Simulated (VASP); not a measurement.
# C (P6_3/mmc) in VASP: single point with r2SCAN

Aim: the single point of C with r2SCAN.

All numbers are computed with VASP 6.6.1; they aren't measurements. Logs are shortened: lines on timing, memory, paths and dates and some standing lists are left out, and cuts for length are marked.

## Step 1: The cell of the first run

Symmetry: P6_3/mmc, No. 194, hexagonal system. Conventional cell: a = 2.535 Å, b = 2.535 Å, c = 8.362 Å, α = 90.00°, β = 90.00°, γ = 120.00°. C (site symmetry 3m) has 4 C at 1.55 Å within 2.1 Å. C (site symmetry 3m) has 4 C at 1.55 to 1.58 Å within 2.1 Å.

## Step 2: Single point, r2SCAN (5.82 Å³/atom)

Input file POSCAR:

```
C
1.0
    2.5348102524      0.0000000000      0.0000000000
   -1.2674051262      2.1952100723      0.0000000000
    0.0000000000      0.0000000000      8.3615278580
C
8
Direct
    0.0000000000      0.0000000000      0.0929429500
    0.0000000000      0.0000000000      0.5929429500
    0.0000000000      0.0000000000      0.4070570500
    0.0000000000      0.0000000000      0.9070570500
    0.3333333333      0.6666666667      0.1554526013
    0.6666666667      0.3333333333      0.6554526013
    0.3333333333      0.6666666667      0.3445473987
    0.6666666667      0.3333333333      0.8445473987
```

Input file INCAR.step1:

```
SYSTEM = C
  ALGO = Normal
  EDIFF = 1E-5
  ENCUT = 1430
  GGA = PE
  GGA_COMPAT = .False.
  ISMEAR = 0
  LASPH = .True.
  LCHARG = .False.
  LREAL = .False.
  LWAVE = .True.
  NBANDS = 26
  NELM = 120
  PREC = Accurate
  SIGMA = 0.02
```

Input file INCAR.step2:

```
SYSTEM = C
  ALGO = Normal
  EDIFF = 1E-6
  ENCUT = 1430
  GGA_COMPAT = .False.
  ISIF = 2
  ISMEAR = 0
  ISTART = 1
  LASPH = .True.
  LCHARG = .False.
  LMIXTAU = .True.
  LREAL = .False.
  LWAVE = .False.
  METAGGA = R2SCAN
  NBANDS = 26
  NELM = 120
  PREC = Accurate
  SIGMA = 0.02
```

Input file KPOINTS:

```
k-points
0
Gamma
  12 12 4
  0 0 0
```

Potentials or basis: VASP PAW PBE potentials, release 64 (C_h).

On the command line:

```
$ cat potpaw_PBE.64/C_h/POTCAR > POTCAR
$ cp INCAR.step1 INCAR
$ mpirun -np 1 vasp_std > vasp.out
$ cp INCAR.step2 INCAR
$ mpirun -np 1 vasp_std > vasp.out
```

OUTCAR:

```text
SYSTEM = C
   EDIFF = 1E-6
   ENCUT = 1430
   ISIF = 2
   ISMEAR = 0
   ISTART = 1
   LASPH = .True.
   LREAL = .False.
   METAGGA = R2SCAN
   NELM = 120
   PREC = Accurate

 ion  position               nearest neighbor table
   1  0.000  0.000  0.093-
   2  0.000  0.000  0.593-
   3  0.000  0.000  0.407-
   4  0.000  0.000  0.907-
   5  0.333  0.667  0.155-
   6  0.667  0.333  0.655-
   7  0.333  0.667  0.345-
   8  0.667  0.333  0.845-

  LATTYP: Found a hexagonal cell.
 ALAT       =     2.5348102524
 C/A-ratio  =     3.2986799900

  Lattice vectors:

 A1 = (   2.5348102524,   0.0000000000,   0.0000000000)
 A2 = (  -1.2674051262,   2.1952100723,   0.0000000000)
 A3 = (   0.0000000000,   0.0000000000,   8.3615278580)

Analysis of symmetry for initial positions (statically):
=====================================================================
 Subroutine PRICEL returns:
 Original cell was already a primitive cell.

 Routine SETGRP: Setting up the symmetry group for a
 hexagonal supercell.

 Subroutine GETGRP returns: Found 24 space group operations
 (whereof 12 operations were pure point group operations)
 out of a pool of 24 trial point group operations.

The static configuration has the point symmetry D_3d.
 The point group associated with its full space group is D_6h.

Analysis of symmetry for dynamics (positions and initial velocities):
=====================================================================
 Subroutine PRICEL returns:
 Original cell was already a primitive cell.

 Routine SETGRP: Setting up the symmetry group for a
 hexagonal supercell.

 Subroutine GETGRP returns: Found 24 space group operations
 (whereof 12 operations were pure point group operations)
 out of a pool of 24 trial point group operations.

The dynamic configuration has the point symmetry D_3d.
 The point group associated with its full space group is D_6h.

 Subroutine INISYM returns: Found 24 space group operations
 (whereof 12 operations are pure point group operations),
 and found     1 'primitive' translations

----------------------------------------------------------------------------------------

[... 104 lines left out ...]
   EDIFF  = 0.1E-05   stopping-criterion for ELM
   LREAL  =      F    real-space projection
   EDIFFG = 0.1E-04   stopping-criterion for IOM
   NSW    =      0    number of steps for IOM
   IBRION =     -1    ionic relax: 0-MD 1-quasi-New 2-CG
   NFREE  =      0    steps in history (QN), initial steepest desc. (CG)
   ISIF   =      2    stress and relaxation
   ISYM   =      2    0-nonsym 1-usesym 2-fastsym
   POTIM  = 0.5000    time-step for ionic-motion
   TEBEG  =    0.0;   TEEND  =   0.0 temperature during run
   PSTRESS=    0.0 pullay stress
   NELECT =      32.0000    total number of electrons
   NUPDOWN=      -1.0000    fix difference up-down
   EMIN   =  10.00;   EMAX   =-10.00  energy-range for DOS
   EFERMI =   0.00;   METHOD = LEGACY
   ISMEAR =     0;   SIGMA  =   0.02  broadening in eV -4-tet -1-fermi 0-gaus
   EFERMI_NEDOS =   21; number of points for ismear=-14 and -15
   IALGO  =     38    algorithm
   IMIX   =      4    mixing-type and parameters
     AMIX     =   0.40;   BMIX     =  1.00
     AMIX_MAG =   1.60;   BMIX_MAG =  1.00
  volume/ion in A,a.u.               =       5.82        39.25
  Fermi-wavevector in a.u.,A,eV,Ry     =   1.445071  2.730788 28.412085  2.088229
  Thomas-Fermi vector in A             =   2.563294
   LORBIT       =      0    0 simple, 1 ext, 2 COOP (PROOUT), +10 PAW based schemes
   METAGGA = R2SCAN    functional components
   LHFCALC =     F    Hartree Fock is set to
   AEXX    =    0.0000 exact exchange contribution
   IVDW    =     0    specifies the selected vdW correction
   LEPSILON=     F    determine dielectric tensor
   LRPA    =     F    only Hartree local field effects (RPA)
 non-spin polarized calculation
 Gauss-broadening in eV      SIGMA  =   0.02
  energy-cutoff  :     1430.00
  volume of cell :       46.53
 maximum number of plane-waves:      5736
 NGX is ok and might be reduce to    32
   NGX = 15   NGY = 15   NGZ = 51

 number of electron      32.0000000 magnetization

 Free energy of the ion-electron system (eV)
  ---------------------------------------------------
  ext. energy  EPLUGINS =         0.00000000
  ---------------------------------------------------
  free energy    TOTEN  =       -78.74806923 eV

  energy without entropy =      -78.74806923  energy(sigma->0) =      -78.74806923

 E-fermi :  10.8184     XC(G=0): -14.1306

 val. band max:       10.6455162903   @ k =   0.0000   0.0000   0.0000
 cond. band min:      15.3716402112   @ k =   0.4167   0.0000   0.0000
 fundamental gap:      4.7261239209
 Fermi energy:        10.8184336498

 k-point     1 :       0.0000    0.0000    0.0000
  band No.  band energies     occupation
      1     -11.8230      2.00000
      2     -10.1450      2.00000
      3     -10.0279      2.00000
      4      -6.1343      2.00000
      5      -3.2259      2.00000
      6       3.5150      2.00000
[... 685 lines left out ...]
     25      21.5657      0.00000
     26      23.2320      0.00000

 [... further k-points ...]

------------------------ aborting loop because EDIFF is reached ----------------------------------------

  FORCE on cell =-STRESS in cart. coord.  units (eV):
  Direction    XX          YY          ZZ          XY          YZ          ZX
  --------------------------------------------------------------------------------------
  -------------------------------------------------------------------------------------
  Total       -3.8470518     -3.8470518     -3.8151704      0.0000000     -0.0000000     -0.0000000
  in kB     -132.4742381   -132.4742381   -131.3763956      0.0000000     -0.0000000     -0.0000000
  external PRESSURE =    -132.1082906 kB  Pullay stress =       0.0000000 kB

 VOLUME and BASIS-vectors are now :
 -----------------------------------------------------------------------------
  energy-cutoff  :     1430.00
  volume of cell :       46.53
      direct lattice vectors                 reciprocal lattice vectors
     2.534810252  0.000000000  0.000000000     0.394506847  0.227768634  0.000000000
    -1.267405126  2.195210072  0.000000000     0.000000000  0.455537268  0.000000000
     0.000000000  0.000000000  8.361527858     0.000000000  0.000000000  0.119595368

 POSITION                                       TOTAL-FORCE (eV/Angst)
 -----------------------------------------------------------------------------------
      0.00000      0.00000      0.77715        -0.000000      0.000000      0.002189
      0.00000      0.00000      4.95791        -0.000000     -0.000000      0.002189
      0.00000      0.00000      3.40362        -0.000000      0.000000     -0.002189
      0.00000      0.00000      7.58438        -0.000000     -0.000000     -0.002189
     -0.00000      1.46347      1.29982        -0.000000      0.000000     -0.006372
      1.26741      0.73174      5.48059         0.000000     -0.000000     -0.006372
     -0.00000      1.46347      2.88094        -0.000000      0.000000      0.006372
      1.26741      0.73174      7.06171         0.000000     -0.000000      0.006372
 -----------------------------------------------------------------------------------
    total drift:                                0.000000      0.000000     -0.000000

  FREE ENERGIE OF THE ION-ELECTRON SYSTEM (eV)
  ---------------------------------------------------
  free  energy   TOTEN  =       -78.7480692330 eV

  energy  without entropy=      -78.7480692330  energy(sigma->0) =      -78.74806923
```

OSZICAR.step1:

```text
N       E                     dE             d eps       ncg     rms          rms(c)
DAV:   1     0.166391506495E+03    0.16639E+03   -0.30971E+04  2964   0.268E+03
DAV:   2    -0.607627123524E+02   -0.22715E+03   -0.20775E+03  3870   0.342E+02
DAV:   3    -0.748102434583E+02   -0.14048E+02   -0.13868E+02  3956   0.754E+01
DAV:   4    -0.750540291189E+02   -0.24379E+00   -0.24272E+00  4118   0.977E+00
DAV:   5    -0.750592089585E+02   -0.51798E-02   -0.51756E-02  3922   0.142E+00    0.928E+00
DAV:   6    -0.733410903609E+02    0.17181E+01   -0.10973E+00  3756   0.570E+00    0.512E+00
DAV:   7    -0.727565153404E+02    0.58458E+00   -0.12819E+00  3672   0.625E+00    0.697E-01
DAV:   8    -0.727634221921E+02   -0.69069E-02   -0.32644E-02  4044   0.131E+00    0.113E-01
DAV:   9    -0.727639363591E+02   -0.51417E-03   -0.94492E-04  3902   0.221E-01    0.324E-02
DAV:  10    -0.727639982871E+02   -0.61928E-04   -0.73236E-05  3902   0.588E-02    0.128E-02
DAV:  11    -0.727640116392E+02   -0.13352E-04   -0.11144E-05  2826   0.243E-02    0.206E-03
DAV:  12    -0.727640124015E+02   -0.76230E-06   -0.14224E-06  2506   0.811E-03
   1 F= -.72764012E+02 E0= -.72764012E+02  d E =-.497710E-15
```

Run time: 8.1 min. Hardware: 1 thread of AMD EPYC 9R45 (Zen 5), shared host; peak memory 0.45 GiB.

What came out:

```yaml
Free_energy: -78.7481 eV
Pressure: -13.2 GPa
Largest_force: 0.006 eV/Å
Band_gap_on_the_k_mesh: 4.73 eV (least direct gap 5.53 eV)
```

Forces on the atoms (eV/Å):
```
C    0.000  0.000  0.002
C    0.000  0.000  0.002
C    0.000  0.000 -0.002
C    0.000  0.000 -0.002
C    0.000  0.000 -0.006
C    0.000  0.000 -0.006
C    0.000  0.000  0.006
C    0.000  0.000  0.006
```

Stress tensor (GPa, compression positive):
```
-13.25   0.00   0.00
  0.00 -13.25   0.00
  0.00   0.00 -13.14
```

Caveat: the cell stands under tension; the PAW data sets were made with another functional, which shifts forces and pressure a little. A k mesh can miss the band edges.
